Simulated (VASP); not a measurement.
# Si8GeSb3S2 in VASP: further runs, part 2 of 2

VASP 6.6.1.

### Step 4. Single point, PBE+D3(BJ)

INCAR

```
SYSTEM = Si8GeSb3S2
PREC = Accurate
ENCUT = 520
EDIFF = 1E-7
ISMEAR = -1
SIGMA = 0.1637
LREAL = .False.
LASPH = .True.
NELM = 100
ALGO = Normal
ISIF = 2
LWAVE = .False.
LCHARG = .False.
GGA = PE
IVDW = 12
NBANDS = 50
ISYM = 0
```

KPOINTS

```
Automatic mesh
0
Gamma
  1 1 1
  0.25 0.25 0.25
```

POSCAR

```
Si8GeSb3S2
1.0
    6.9844320000     -0.0408370000     -0.0068710000
   -0.0408370000      6.8442120000     -0.2202700000
   -0.0068710000     -0.2202700000      7.0988770000
Ge S Sb Si
1 2 3 8
Direct
    0.4519784083      0.4929580342      0.7408718886
    0.6254884702      0.6560225939      0.4409390144
    0.3061945890      0.4495082325      0.1849392575
    0.9994215390      0.3336463773      0.5502345389
    0.1393100341      0.0970920247      0.0828864424
    0.9187989459      0.9060312076      0.3177358280
    0.3195857492      0.8026531561      0.2861281136
    0.5658323224     -0.1830168035      0.0445694048
    1.1212392780      0.7574852529      0.6342698024
    0.7198885223      0.1329652450      0.1389214954
    0.4591023031      0.1811723883      0.4922543853
    0.7364282310     -0.1351741722      0.6971343754
    0.3329900469      1.0072596282      0.7663917903
    0.7717260980      0.5269870485      1.0296731395
```

Potentials or basis: VASP PAW PBE potentials, release 64 (Ge_d, S, Sb, Si).

Started as:

```
$ cat potpaw_PBE.64/Ge_d/POTCAR potpaw_PBE.64/S/POTCAR potpaw_PBE.64/Sb/POTCAR potpaw_PBE.64/Si/POTCAR > POTCAR
$ mpirun -np 1 vasp_std > vasp.out
```

OUTCAR:

```text
SYSTEM = Si8GeSb3S2
   PREC = Accurate
   ENCUT = 520
   EDIFF = 1E-7
   ISMEAR = -1
   LREAL = .False.
   LASPH = .True.
   NELM = 100
   ISIF = 2
   GGA = PE
   IVDW = 12
   ISYM = 0
 IVDW          = 12

 ion  position               nearest neighbor table
   1  0.452  0.493  0.741-  11 2.68   2 2.74  14 3.03
[... 232 lines left out ...]

 VOLUME and BASIS-vectors are now :
 -----------------------------------------------------------------------------
  energy-cutoff  :      520.00
  volume of cell :      339.00
      direct lattice vectors                 reciprocal lattice vectors
     6.984432000 -0.040837000 -0.006871000     0.143180754  0.000859628  0.000165258
    -0.040837000  6.844212000 -0.220270000     0.000859628  0.146260071  0.004539114
    -0.006871000 -0.220270000  7.098877000     0.000165258  0.004539114  0.141008355

 POSITION                                       TOTAL-FORCE (eV/Angst)
 -----------------------------------------------------------------------------------
      3.13159      3.19226      5.14767         0.044304     -0.202595     -0.111261
      4.33886      4.36729      2.98137        -0.130554      0.271889      1.246369
      2.11897      3.02329      1.21174        -0.486586      0.329574     -0.189885
      6.96299      2.12153      3.82569         0.999242      0.218349      0.576505
      0.96847      0.64057      0.56606         1.043832      2.013150     -1.908645
      6.37811      6.09356      2.04968        -0.747351     -1.907559      1.627861
      2.19738      5.41745      1.85219         0.310700     -1.194286      0.809583
      3.91835      5.55868      0.13255         0.635207      0.299104     -1.121345
      0.81150      5.03973      4.33492        -0.062375     -0.486832     -0.088469
      5.02163      0.85004      0.95195        -0.836751      0.882348     -0.245679
      3.19579      1.11280      3.45139        -0.217308     -0.017153      0.263346
      5.10343      5.73542      4.75332        -0.292091     -0.055845     -0.293314
      2.32018     -0.13272      5.43663         0.118436     -0.296330     -0.000743
      5.36834      3.56876      0.08926        -0.378705      0.146187     -0.564324
 -----------------------------------------------------------------------------------
    total drift:                                0.000808      0.000683      0.000401

  FREE ENERGIE OF THE ION-ELECTRON SYSTEM (eV)
  ---------------------------------------------------
  free  energy   TOTEN  =       -65.3614611006 eV

  energy  without entropy=      -64.7175076836  energy(sigma->0) =      -65.03948439
```

Wall time 42 s (1 thread of Intel Xeon Platinum 8488C (Sapphire Rapids), shared host); peak memory 0.37 GiB.

Results:

| Property | Result |
| --- | --- |
| Free energy | -65.3615 eV |
| Pressure | -4.5 GPa |
| Largest force | 2.964 eV/Å |
| Dispersion energy per atom | -0.369 eV |

Forces on the atoms (eV/Å):
```
Ge   0.044 -0.203 -0.111
S   -0.131  0.272  1.246
S   -0.487  0.330 -0.190
Sb   0.999  0.218  0.577
Sb   1.044  2.013 -1.909
Sb  -0.747 -1.908  1.628
Si   0.311 -1.194  0.810
Si   0.635  0.299 -1.121
Si  -0.062 -0.487 -0.088
Si  -0.837  0.882 -0.246
Si  -0.217 -0.017  0.263
Si  -0.292 -0.056 -0.293
Si   0.118 -0.296 -0.001
Si  -0.379  0.146 -0.564
```

Caveat: the k points lie up to 0.92 Å⁻¹ apart; spin-orbit coupling is left out, which moves the levels of the heavy elements.

### Step 5. Single point, PBE+D3(BJ)

INCAR

```
SYSTEM = Si8GeSb3S2
  PREC = Accurate
  ENCUT = 520
  EDIFF = 1E-7
  ISMEAR = -1
  SIGMA = 0.1181
  LREAL = .FALSE.
  LASPH = .TRUE.
  NELM = 80
  ALGO = Normal
  ISIF = 2
  LWAVE = .FALSE.
  LCHARG = .FALSE.
  GGA = PE
  IVDW = 12
  ISYM = 0
  NBANDS = 50
```

KPOINTS is that of step 4.

POSCAR

```
Si8GeSb3S2
1.0
    6.9844320000     -0.0408370000     -0.0068710000
   -0.0408370000      6.8442120000     -0.2202700000
   -0.0068710000     -0.2202700000      7.0988770000
Ge S Sb Si
1 2 3 8
Direct
    0.4412145842      0.4717979069      0.7779725597
    0.6292686619      0.5880412533      0.4641737773
    0.2870488849      0.5957529075      0.1582965596
    1.0048199253      0.3085067174      0.5956850488
    0.1227429883      0.1808316915      0.0130157437
    0.8530815806      0.8945138586      0.2545521061
    0.2077600851      0.8085482205      0.3895361810
    0.4800310283      0.8289762522      0.0620247248
    0.0228937442      0.6599973928      0.7552738171
    0.4682041299      0.1487963858      0.1926224966
    0.4058536511      0.1216969647      0.5686928807
    0.7363821727      0.8724961419      0.6486808276
    0.2870946790     -0.0951085086      0.8176697633
    0.7658579012      0.5898925182     -0.0040763018
```

Started as:

```
$ cat potpaw_PBE.64/Ge_d/POTCAR potpaw_PBE.64/S/POTCAR potpaw_PBE.64/Sb/POTCAR potpaw_PBE.64/Si/POTCAR > POTCAR
$ mpirun -np 1 vasp_std > vasp.out
```

Wall time 43 s (1 thread of Intel Xeon Platinum 8488C (Sapphire Rapids), shared host); peak memory 0.38 GiB.

Results (log left out):

```yaml
Free_energy: -67.8347 eV
Pressure: -4.0 GPa
Largest_force: 1.612 eV/Å
Dispersion_energy_per_atom: -0.358 eV
```

Forces on the atoms (eV/Å):
```
Ge  -0.017 -0.726 -1.062
S   -0.272  0.619  1.373
S   -0.495 -0.154 -0.247
Sb   0.538 -0.081  0.295
Sb  -1.397  0.584  0.554
Sb   0.242  0.747  0.105
Si  -0.046  0.077 -0.018
Si   0.909 -0.838  0.123
Si   0.653  0.886 -0.719
Si   0.547  0.253  0.723
Si   0.013  0.223  0.412
Si  -0.080 -1.222 -0.824
Si  -0.437 -0.676 -1.102
Si  -0.159  0.310  0.388
```

Stress tensor (GPa, compression positive):
```
-3.69  1.49  3.34
 1.49 -3.55  2.40
 3.34  2.40 -4.92
```

Levels at points of the mesh, in eV from the Fermi level:
```csv
k point,band 35,band 36,band 37,band 38,band 39,band 40
"(0.25, 0.25, 0.25)",-0.27,-0.22,-0.11,0.57,1.07,1.26
```

Caveat: the k points lie up to 0.92 Å⁻¹ apart; spin-orbit coupling is left out, which moves the levels of the heavy elements.

### Step 6. Single point, PBE+D3(BJ)

INCAR

```
SYSTEM = Si8GeSb3S2
PREC = Accurate
ENCUT = 520
EDIFF = 1E-6
ISMEAR = -1
SIGMA = 0.1181
LREAL = .False.
LASPH = .True.
NELM = 80
ALGO = Normal
ISIF = 2
LWAVE = .False.
LCHARG = .False.
GGA = PE
IVDW = 12
NBANDS = 50
ISYM = 0
```

KPOINTS is that of step 5.

POSCAR

```
Si8GeSb3S2
1.0
    6.9844320000     -0.0408370000     -0.0068710000
   -0.0408370000      6.8442120000     -0.2202700000
   -0.0068710000     -0.2202700000      7.0988770000
Ge S Sb Si
1 2 3 8
Direct
    0.4581636488      0.5245432241      0.7675852361
    0.6713011859      0.5748752740      0.5116144831
    0.3311229262      0.6619294249      0.2313126907
    1.0681006599      0.3139876462      0.6465019719
    0.1239164550      0.3047151037      0.0942225124
    0.9146135463      0.9409159357      0.1912292413
    0.1912775417      0.8645626584      0.4575517346
    0.5494897663      0.8238184739      0.0616551096
   -0.0050209512      0.7388191813      0.7210521047
    0.5203794865      0.1742108493      0.1653164228
    0.4341372348      0.1411696811      0.6025394443
    0.7263427587      0.9138583087      0.5862865733
    0.2738544106     -0.0407744714      0.8712874249
    0.7745274540      0.5753216792     -0.0059782858
```

Potentials or basis: VASP PAW PBE potentials, release 64 (Ge_d, S, Sb, Si).

Started as:

```
$ cat potpaw_PBE.64/Ge_d/POTCAR potpaw_PBE.64/S/POTCAR potpaw_PBE.64/Sb/POTCAR potpaw_PBE.64/Si/POTCAR > POTCAR
$ mpirun -np 1 vasp_std > vasp.out
```

It took 43 s on 1 thread of Intel Xeon Platinum 8488C (Sapphire Rapids), shared host; peak memory 0.38 GiB.

The run converged. Its results:

```
Free energy                : -67.7649 eV
Pressure                   : -4.5 GPa
Largest force              : 2.103 eV/Å
Dispersion energy per atom : -0.339 eV
```

Forces in eV/Å, atoms in the order of the input:
```
Ge   0.391 -0.504 -0.720
S   -0.369  0.843  0.157
S   -0.115 -0.227  0.387
Sb  -0.282  0.335  0.238
Sb  -0.105 -0.243 -0.356
Sb   0.487  0.699  1.367
Si   0.498  0.497 -0.972
Si  -1.794  1.059  0.284
Si   0.189 -0.094 -0.089
Si   0.334 -0.632  0.032
Si  -0.595 -0.726 -0.103
Si   0.223 -0.759 -0.687
Si   0.410 -0.196  0.103
Si   0.729 -0.051  0.359
```

Stress tensor (GPa, compression positive):
```
-1.69  3.02  3.81
 3.02 -6.11  0.70
 3.81  0.70 -5.66
```

Levels at points of the mesh, in eV from the Fermi level:
```tsv
k point	band 35	band 36	band 37	band 38	band 39	band 40
(0.25, 0.25, 0.25)	-1.07	-0.40	0.00	0.43	0.65	0.76
```

Caveat: the k points lie up to 0.92 Å⁻¹ apart; spin-orbit coupling is left out, which moves the levels of the heavy elements.
